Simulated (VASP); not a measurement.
Here is a VASP 6.6.1 calculation.

File INCAR:

```
PREC     = Accurate       # precision mode
ENCUT    = 600            # plane-wave cutoff, eV
EDIFF    = 1E-6           # SCF threshold, eV
ISMEAR   = 0              # smearing method
SIGMA    = 0.01           # smearing width, eV
LREAL    = False          # projectors in reciprocal space
LASPH    = True           # aspherical terms in the spheres
NELM     = 100            # most SCF steps
ALGO     = Normal         # electronic algorithm
ISIF     = 3              # what is computed and relaxed
LWAVE    = False          # write WAVECAR
LCHARG   = False          # write CHGCAR
GGA      = PE             # functional
IBRION   = 2              # ionic algorithm
NSW      = 80             # ionic steps
EDIFFG   = -0.002         # ionic threshold
```

KPOINTS

```
regular mesh
0
Gamma
  12 12 4
```

Contents of POSCAR:

```
BN
1.0
    2.5040000000      0.0000000000      0.0000000000
   -1.2520000000      2.1685276111      0.0000000000
    0.0000000000      0.0000000000      6.6610000000
B N
2 2
Direct
    0.3333333333      0.6666666667      0.2500000000
    0.6666666667      0.3333333333      0.7500000000
    0.6666666667      0.3333333333      0.2500000000
    0.3333333333      0.6666666667      0.7500000000
```

Potentials or basis: VASP PAW PBE potentials, release 64 (B, N).

The run is started by

```bash
$ cat potpaw_PBE.64/B/POTCAR potpaw_PBE.64/N/POTCAR > POTCAR
$ mpirun -np 1 vasp_std > vasp.out
```

Predict the band gap on the k mesh.

4.47 eV, indirect (least direct gap 4.65 eV).

Estimate the relaxed volume.

10.45 Å³/atom.

Predict the space group after relaxing (to 0.05 Å).

P6_3/mmc (No. 194).

Step by step:
| step | energy change (eV) | largest force (eV/Å) | pressure (GPa) | volume (Å³) |
| --- | --- | --- | --- | --- |
| 1 | 0.0000 | 0.0000 | 3.23 | 36.17 |
| 2 | 0.0029 | 0.0000 | -3.52 | 37.13 |
| 3 | -0.0042 | 0.0000 | 0.21 | 36.58 |
| 4 | -0.0083 | 0.0000 | 0.19 | 36.86 |
| 5 | -0.0186 | 0.0000 | 0.23 | 37.67 |
| 6 | -0.0320 | 0.0000 | 0.35 | 39.30 |
| 7 | -0.0382 | 0.0000 | 0.62 | 42.54 |
| 8 | -0.0390 | 0.0000 | 0.55 | 41.62 |
| 9 | -0.0198 | 0.0000 | -5.32 | 43.07 |
| 10 | -0.0392 | 0.0000 | -0.01 | 41.75 |
| 11 | -0.0392 | 0.0000 | -0.01 | 41.75 |
| 12 | -0.0343 | 0.0000 | -2.74 | 42.41 |
| 13 | -0.0392 | 0.0000 | -0.02 | 41.76 |
| 14 | -0.0392 | 0.0000 | 0.37 | 41.73 |
| 15 | -0.0392 | 0.0000 | 0.03 | 41.75 |
| 16 | -0.0392 | 0.0000 | 0.02 | 41.75 |
| 17 | -0.0392 | 0.0000 | 0.01 | 41.77 |
| 18 | -0.0392 | 0.0000 | -0.09 | 41.84 |
| 19 | -0.0392 | 0.0000 | -0.07 | 41.83 |
| 20 | -0.0392 | 0.0000 | -0.03 | 41.80 |
| 21 | -0.0392 | 0.0000 | -0.04 | 41.82 |
| 22 | -0.0392 | 0.0000 | -0.06 | 41.82 |
| 23 | -0.0392 | 0.0000 | 0.03 | 41.81 |
| 24 | -0.0392 | 0.0000 | 0.01 | 41.82 |

Caveat: the volume moved by over 15 % at a fixed basis, so the end points are rough; this functional lacks dispersion, which binds the layers, so the pressure and a relaxed spacing across them are unreliable. A k mesh can miss the band edges.
